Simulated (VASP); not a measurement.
# Ru (P6_3/mmc) in VASP: further runs

Ru is run at these levels: PBE; tasks: relaxation of cell and atoms.

All numbers are computed with VASP 6.6.1; they aren't measurements. Logs are shortened: lines on timing, memory, paths and dates and some standing lists are left out, and cuts for length are marked.

## (1) The cell of the first run

Symmetry: P6_3/mmc, No. 194, hexagonal system. The conventional cell has a = 2.720 Å, b = 2.720 Å, c = 4.297 Å, α = 90.00°, β = 90.00°, γ = 120.00°. Within 3.5 Å of Ru (site symmetry -6m2) lie 12 Ru at 2.66 to 2.72 Å.

## (2) Relaxation of cell and atoms, PBE

Input file INCAR:

```
SYSTEM = Ru
  PREC = Accurate
  ENCUT = 500
  EDIFF = 1E-7
  ISMEAR = -1
  SIGMA = 0.15
  LREAL = .FALSE.
  LASPH = .TRUE.
  NELM = 120
  ALGO = Normal
  ISIF = 3
  LWAVE = .FALSE.
  LCHARG = .FALSE.
  GGA = PE
  IBRION = 2
  NSW = 80
  EDIFFG = -0.001
  GGA_COMPAT = .FALSE.
  NELMIN = 4
```

Input file KPOINTS:

```
regular mesh
0
G
  18 18 10
  0 0 0
```

Input file POSCAR:

```
Ru
1.0
    2.7200250908      0.0000000000      0.0000000000
   -1.3600125454      2.3556108275      0.0000000000
    0.0000000000      0.0000000000      4.2967694966
Ru
2
Direct
    0.3333333333      0.6666666667      0.2500000000
    0.6666666667      0.3333333333      0.7500000000
```

Potentials or basis: VASP PAW PBE potentials, release 64 (Ru_pv).

Launch:

```sh
cat potpaw_PBE.64/Ru_pv/POTCAR > POTCAR
mpirun -np 1 vasp_std > vasp.out
```

OUTCAR:

```text
SYSTEM = Ru
   PREC = Accurate
   ENCUT = 500
   EDIFF = 1E-7
   ISMEAR = -1
   LREAL = .FALSE.
   LASPH = .TRUE.
   NELM = 120
   ISIF = 3
   GGA = PE
   IBRION = 2
   NSW = 80
   EDIFFG = -0.001
   NELMIN = 4

 ion  position               nearest neighbor table
   1  0.333  0.667  0.250-   2 2.66   2 2.66   2 2.66   2 2.66   2 2.66   2 2.66
   2  0.667  0.333  0.750-   1 2.66   1 2.66   1 2.66   1 2.66   1 2.66   1 2.66

  LATTYP: Found a hexagonal cell.
 ALAT       =     2.7200250908
 C/A-ratio  =     1.5796800960

  Lattice vectors:

 A1 = (   2.7200250908,   0.0000000000,   0.0000000000)
 A2 = (  -1.3600125454,   2.3556108275,   0.0000000000)
 A3 = (   0.0000000000,   0.0000000000,   4.2967694966)

Analysis of symmetry for initial positions (statically):
=====================================================================
 Subroutine PRICEL returns:
 Original cell was already a primitive cell.

 Routine SETGRP: Setting up the symmetry group for a
 hexagonal supercell.

 Subroutine GETGRP returns: Found 24 space group operations
 (whereof 12 operations were pure point group operations)
 out of a pool of 24 trial point group operations.

The static configuration has the point symmetry D_3d.
 The point group associated with its full space group is D_6h.

Analysis of symmetry for dynamics (positions and initial velocities):
=====================================================================
 Subroutine PRICEL returns:
 Original cell was already a primitive cell.

 Routine SETGRP: Setting up the symmetry group for a
 hexagonal supercell.

 Subroutine GETGRP returns: Found 24 space group operations
 (whereof 12 operations were pure point group operations)
 out of a pool of 24 trial point group operations.

The dynamic configuration has the point symmetry D_3d.
 The point group associated with its full space group is D_6h.

 Subroutine INISYM returns: Found 24 space group operations
 (whereof 12 operations are pure point group operations),
 and found     1 'primitive' translations

----------------------------------------------------------------------------------------

                                     Primitive cell

  volume of cell :      27.5308

  direct lattice vectors                    reciprocal lattice vectors
     2.720025091  0.000000000  0.000000000     0.367643667  0.212259170  0.000000000
    -1.360012545  2.355610828  0.000000000     0.000000000  0.424518341  0.000000000
     0.000000000  0.000000000  4.296769497     0.000000000  0.000000000  0.232732987

  length of vectors
     2.720025091  2.720025091  4.296769497     0.424518341  0.424518341  0.232732987

  position of ions in fractional coordinates (direct lattice)
     0.333333333  0.666666667  0.250000000
     0.666666667  0.333333333  0.750000000

  ion indices of the primitive-cell ions
   primitive index   ion index
                 1           1
                 2           2

----------------------------------------------------------------------------------------

 KPOINTS: regular mesh

Automatic generation of k-mesh.
 Grid dimensions read from file:
 generate k-points for:   18   18   10

 Generating k-lattice:

  Cartesian coordinates                     Fractional coordinates (reciprocal lattice)
     0.020424648  0.011792176  0.000000000     0.055555556  0.000000000  0.000000000
     0.000000000  0.023584352  0.000000000     0.000000000  0.055555556  0.000000000
     0.000000000  0.000000000  0.023273299     0.000000000  0.000000000  0.100000000

  Length of vectors
     0.023584352  0.023584352  0.023273299

  Shift w.r.t. Gamma in fractional coordinates (k-lattice)
     0.000000000  0.000000000  0.000000000

 Subroutine IBZKPT returns following result:
 ===========================================

 Found    222 irreducible k-points:

 Following reciprocal coordinates:
            Coordinates               Weight
  0.000000  0.000000  0.000000      1.000000
  0.055556  0.000000  0.000000      6.000000
  0.111111  0.000000  0.000000      6.000000
  0.166667  0.000000  0.000000      6.000000
  0.222222  0.000000  0.000000      6.000000
  0.277778 -0.000000  0.000000      6.000000
[... 16 lines left out ...]
  0.333333  0.111111  0.000000     12.000000
  0.388889  0.111111  0.000000     12.000000
 [... further k-points ...]
   k-points           NKPTS =    222   k-points in BZ     NKDIM =    222   number of bands    NBANDS=     18
   number of dos      NEDOS =    301   number of ions     NIONS =      2
   total plane-waves  NPLWV =  12800
   dimension x,y,z NGX =    20 NGY =   20 NGZ =   32
   dimension x,y,z NGXF=    40 NGYF=   40 NGZF=   64
   ions per type =               2
   NGX,Y,Z   is equivalent  to a cutoff of  12.22, 12.22, 12.38 a.u.
   NGXF,Y,Z  is equivalent  to a cutoff of  24.45, 24.45, 24.76 a.u.
 SYSTEM =  Ru
   PREC   = accura    normal or accurate (medium, high low for compatibility)
   ISTART =      0    job   : 0-new  1-cont  2-samecut
   ICHARG =      2    charge: 1-file 2-atom 10-const
   ISPIN  =      1    spin polarized calculation?
   LNONCOLLINEAR =      F non collinear calculations
   LSORBIT =      F    spin-orbit coupling
   LASPH  =      T    aspherical Exc in radial PAW
   ENCUT  =  500.0 eV  36.75 Ry    6.06 a.u.   4.96  4.96  7.83*2*pi/ulx,y,z
   NELM   =    120;   NELMIN=  4; NELMDL= -5     # of ELM steps
   EDIFF  = 0.1E-06   stopping-criterion for ELM
   LREAL  =      F    real-space projection
   EDIFFG = -.1E-02   stopping-criterion for IOM
   NSW    =     80    number of steps for IOM
   IBRION =      2    ionic relax: 0-MD 1-quasi-New 2-CG
   NFREE  =      1    steps in history (QN), initial steepest desc. (CG)
   ISIF   =      3    stress and relaxation
   ISYM   =      2    0-nonsym 1-usesym 2-fastsym
   POTIM  = 0.5000    time-step for ionic-motion
   TEBEG  =    0.0;   TEEND  =   0.0 temperature during run
   PSTRESS=    0.0 pullay stress
   NELECT =      28.0000    total number of electrons
   NUPDOWN=      -1.0000    fix difference up-down
   EMIN   =  10.00;   EMAX   =-10.00  energy-range for DOS
   EFERMI =   0.00;   METHOD = LEGACY
   ISMEAR =    -1;   SIGMA  =   0.15  broadening in eV -4-tet -1-fermi 0-gaus
   EFERMI_NEDOS =   21; number of points for ismear=-14 and -15
   IALGO  =     38    algorithm
   IMIX   =      4    mixing-type and parameters
     AMIX     =   0.40;   BMIX     =  1.00
     AMIX_MAG =   1.60;   BMIX_MAG =  1.00
  volume/ion in A,a.u.               =      13.77        92.89
  Fermi-wavevector in a.u.,A,eV,Ry     =   1.646347  3.111144 36.878020  2.710458
  Thomas-Fermi vector in A             =   2.735990
   LORBIT       =      0    0 simple, 1 ext, 2 COOP (PROOUT), +10 PAW based schemes
   GGA     = PE    functional components
   LHFCALC =     F    Hartree Fock is set to
   AEXX    =    0.0000 exact exchange contribution
   IVDW    =     0    specifies the selected vdW correction
   LEPSILON=     F    determine dielectric tensor
   LRPA    =     F    only Hartree local field effects (RPA)
 conjugate gradient relaxation of ions
 non-spin polarized calculation
  energy-cutoff  :      500.00
  volume of cell :       27.53
 maximum number of plane-waves:       732
 NGX is ok and might be reduce to    20
   NGX =  9   NGY =  9   NGZ = 15

--------------------------------------- Ionic step        1  -------------------------------------------

 number of electron      28.0000013 magnetization

 Free energy of the ion-electron system (eV)
  ---------------------------------------------------
  ext. energy  EPLUGINS =         0.00000000
  ---------------------------------------------------
  free energy    TOTEN  =       -18.53121284 eV

  energy without entropy =      -18.40319263  energy(sigma->0) =      -18.46720273

------------------------ aborting loop because EDIFF is reached ----------------------------------------

  FORCE on cell =-STRESS in cart. coord.  units (eV):
  Direction    XX          YY          ZZ          XY          YZ          ZX
  --------------------------------------------------------------------------------------
  -------------------------------------------------------------------------------------
  Total        0.0927131      0.0927131      0.0496602      0.0000000      0.0000000      0.0000000
  in kB        5.3955195      5.3955195      2.8900196      0.0000000      0.0000000      0.0000000
  external PRESSURE =       4.5603529 kB  Pullay stress =       0.0000000 kB

 VOLUME and BASIS-vectors are now :
 -----------------------------------------------------------------------------
  energy-cutoff  :      500.00
  volume of cell :       27.53
      direct lattice vectors                 reciprocal lattice vectors
     2.720025091  0.000000000  0.000000000     0.367643667  0.212259170  0.000000000
    -1.360012545  2.355610828  0.000000000     0.000000000  0.424518341  0.000000000
     0.000000000  0.000000000  4.296769497     0.000000000  0.000000000  0.232732987
[... 145 lines left out ...]
 POSITION                                       TOTAL-FORCE (eV/Angst)
 -----------------------------------------------------------------------------------
     -0.00000      1.57164      1.07410         0.000000     -0.000000      0.000000
      1.36108      0.78582      3.22231        -0.000000      0.000000      0.000000
 -----------------------------------------------------------------------------------
    total drift:                               -0.000000      0.000000     -0.000000

  FREE ENERGIE OF THE ION-ELECTRON SYSTEM (eV)
  ---------------------------------------------------
  free  energy   TOTEN  =       -18.5312780606 eV

  energy  without entropy=      -18.4029631603  energy(sigma->0) =      -18.46712061

--------------------------------------- Ionic step        6  -------------------------------------------

 number of electron      28.0000013 magnetization

 Free energy of the ion-electron system (eV)
  ---------------------------------------------------
  ext. energy  EPLUGINS =         0.00000000
  ---------------------------------------------------
  free energy    TOTEN  =       -18.53127941 eV

  energy without entropy =      -18.40295255  energy(sigma->0) =      -18.46711598

 E-fermi :  12.5766     XC(G=0): -14.0243

 val. band max:       12.5731812851   @ k =   0.0000   0.0000   0.2000
 cond. band min:      12.5773579303   @ k =   0.0556   0.0000   0.1000
 fundamental gap:      0.0041766453
 Fermi energy:        12.5765642507

 k-point     1 :       0.0000    0.0000    0.0000
  band No.  band energies     occupation
      1     -31.0271      2.00000
      2     -30.1387      2.00000
      3     -30.1387      2.00000
      4     -29.9743      2.00000
      5     -29.9743      2.00000
      6     -29.9343      2.00000
[... 10 lines left out ...]
     17      13.7207      0.00097
     18      13.8675      0.00037
[... 463 lines left out ...]
 k-point    24 :       0.3889    0.1111    0.0000
  band No.  band energies     occupation
      1     -30.7979      2.00000
      2     -30.6228      2.00000
      3     -30.5702      2.00000
      4     -30.3916      2.00000
      5     -30.2127      2.00000
      6     -30.1370      2.00000
[... 10 lines left out ...]
     17      16.2299      0.00000
     18      19.8325      0.00000

 [... further k-points ...]
[... 5 lines left out ...]
  --------------------------------------------------------------------------------------
  -------------------------------------------------------------------------------------
  Total       -0.0013483     -0.0013483      0.0007346      0.0000000     -0.0000000      0.0000000
  in kB       -0.0783469     -0.0783469      0.0426866      0.0000000     -0.0000000      0.0000000
  external PRESSURE =      -0.0380024 kB  Pullay stress =       0.0000000 kB

 VOLUME and BASIS-vectors are now :
 -----------------------------------------------------------------------------
  energy-cutoff  :      500.00
  volume of cell :       27.57
      direct lattice vectors                 reciprocal lattice vectors
     2.721979011 -0.000000000  0.000000000     0.367379762  0.212106804  0.000000000
    -1.360989505  2.357302972 -0.000000000     0.000000000  0.424213608  0.000000000
     0.000000000  0.000000000  4.297096953    -0.000000000  0.000000000  0.232715252

 POSITION                                       TOTAL-FORCE (eV/Angst)
 -----------------------------------------------------------------------------------
     -0.00000      1.57154      1.07427        -0.000000     -0.000000      0.000000
      1.36099      0.78577      3.22282         0.000000      0.000000      0.000000
 -----------------------------------------------------------------------------------
    total drift:                               -0.000000      0.000000     -0.000000

  FREE ENERGIE OF THE ION-ELECTRON SYSTEM (eV)
  ---------------------------------------------------
  free  energy   TOTEN  =       -18.5312794106 eV

  energy  without entropy=      -18.4029525541  energy(sigma->0) =      -18.46711598

 reached required accuracy - stopping structural energy minimisation
```

It took 2.4 min on 1 thread of Intel Xeon Platinum 8488C (Sapphire Rapids), shared host; peak memory 0.21 GiB.

What came out:

| Quantity | Value |
| --- | --- |
| Free energy | -18.5313 eV |
| Relaxed volume | 13.79 Å³/atom |
| Relaxed cell | a = 2.722 Å, b = 2.722 Å, c = 4.297 Å, α = 90.00°, β = 90.00°, γ = 120.00° |
| Space group after relaxing (to 0.05 Å) | P6_3/mmc (No. 194) |
| Energy gained by relaxing | 0.0 meV/atom |
| Ionic steps | 6 |
| Pressure after relaxing | 0.0 GPa |
| Band gap on the k mesh | zero (band 14 reaches 14.02 eV, above the bottom of band 15 at 10.96 eV) |

Final structure:
```
CELL_PARAMETERS angstrom
2.72198 0.00000 0.00000
-1.36099 2.35730 0.00000
0.00000 0.00000 4.29710
ATOMIC_POSITIONS crystal
Ru 0.33333 0.66667 0.25000
Ru 0.66667 0.33333 0.75000
```

Levels at points of the mesh, in eV from the Fermi level:
| k point | band 12 | band 13 | band 14 | band 15 | band 16 | band 17 |
| --- | --- | --- | --- | --- | --- | --- |
| (0.00, 0.00, 0.00) | -1.88 | -1.88 | -1.39 | -1.39 | 1.14 | 1.14 |
| (0.50, 0.00, 0.00) | -1.79 | -1.49 | 1.36 | 1.78 | 1.86 | 3.97 |
| (0.00, 0.00, 0.50) | -2.72 | -2.66 | -2.66 | 0.52 | 0.52 | 0.52 |
| (0.50, 0.00, 0.50) | -1.05 | 0.43 | 0.43 | 1.62 | 1.62 | 3.32 |

## (3) Relaxation of cell and atoms, PBE, target pressure 7 GPa, at which the enthalpy is minimised

Input file INCAR:

```
SYSTEM = Ru
ALGO     = Normal         ! electronic algorithm
EDIFF    = 1E-7           ! SCF threshold, eV
EDIFFG   = -0.001         ! ionic threshold
ENCUT    = 500            ! plane-wave cutoff, eV
GGA      = PE             ! functional
GGA_COMPAT= .FALSE.      
IBRION   = 2              ! ionic algorithm
ISIF     = 3              ! what is computed and relaxed
ISMEAR   = -1             ! smearing method
LASPH    = .TRUE.         ! aspherical terms in the spheres
LCHARG   = .FALSE.        ! write CHGCAR
LREAL    = .FALSE.        ! projectors in reciprocal space
LWAVE    = .FALSE.        ! write WAVECAR
NELM     = 120            ! most SCF steps
NELMIN   = 4            
NSW      = 80             ! ionic steps
PREC     = Accurate       ! precision mode
PSTRESS  = 70.0         
SIGMA    = 0.15           ! smearing width, eV
```

Input file KPOINTS:

```
k-points
0
G
  18 18 10
  0 0 0
```

Input file POSCAR:

```
Ru
1.0
    2.7222232901      0.0000000000      0.0000000000
   -1.3611116451      2.3575145240      0.0000000000
    0.0000000000      0.0000000000      4.2973136336
Ru
2
Direct
    0.3333333333      0.6666666667      0.2500000000
    0.6666666667      0.3333333333      0.7500000000
```

Potentials or basis: VASP PAW PBE potentials, release 64 (Ru_pv).

Launch:

```sh
cat potpaw_PBE.64/Ru_pv/POTCAR > POTCAR
mpirun -np 1 vasp_std > vasp.out
```

It took 4.2 min on 1 thread of Intel Xeon Platinum 8488C (Sapphire Rapids), shared host; peak memory 0.21 GiB.

It converged, with:

```yaml
Free_energy: -18.5188 eV
Relaxed_volume: 13.49 Å³/atom
Relaxed_cell: a = 2.702 Å, b = 2.702 Å, c = 4.269 Å, α = 90.00°, β = 90.00°, γ = 120.00°
Space_group_after_relaxing_to_0.05_Å: P6_3/mmc (No. 194)
Energy_change_on_relaxing_the_enthalpy_is_what_falls: +6.3 meV/atom
Ionic_steps: 9
Pressure_after_relaxing: 7.0 GPa
Band_gap_on_the_k_mesh: zero (band 14 reaches 14.45 eV, above the bottom of band 15 at 11.30 eV)
```

The path:
```
step  energy change (eV)  largest force (eV/Å)  pressure (GPa)  volume (Å³)
   1              0.0000                0.0000           -0.08        27.58
   2              0.2313                0.0000           34.36        25.22
   3              0.0118                0.0000            6.80        27.00
   4              0.0124                0.0000            6.98        26.99
   5              0.0129                0.0000            7.13        26.98
   6              0.0113                0.0000            6.63        27.01
   7              0.0122                0.0000            6.90        26.99
   8              0.0130                0.0000            7.12        26.98
   9              0.0125                0.0000            7.01        26.99
```

Final structure:
```cif
data_structure
_symmetry_space_group_name_H-M 'P 1'
_symmetry_Int_Tables_number 1
_cell_length_a 2.7017
_cell_length_b 2.7017
_cell_length_c 4.2691
_cell_angle_alpha 90.000
_cell_angle_beta 90.000
_cell_angle_gamma 120.000
_cell_volume 26.99
loop_
_atom_site_label
_atom_site_type_symbol
_atom_site_fract_x
_atom_site_fract_y
_atom_site_fract_z
_atom_site_occupancy
Ru1 Ru 0.33333 0.66667 0.25000 1
Ru2 Ru 0.66667 0.33333 0.75000 1
```

Levels at points of the mesh, in eV from the Fermi level:
```csv
k point,band 10,band 11,band 12,band 13,band 14,band 15,band 16,band 17,band 18
"(0.00, 0.00, 0.00)",-2.63,-2.44,-1.94,-1.94,-1.42,-1.42,1.18,1.18,1.30
"(0.50, 0.00, 0.00)",-3.06,-2.09,-1.82,-1.54,1.42,1.85,1.93,4.08,6.16
"(0.00, 0.00, 0.50)",-2.80,-2.80,-2.80,-2.73,-2.73,0.54,0.54,0.54,0.54
"(0.50, 0.00, 0.50)",-4.57,-1.08,-1.08,0.44,0.44,1.68,1.68,3.41,3.41
```

Caveat: the cell is relaxed towards a set pressure, so the enthalpy falls and the energy may rise.
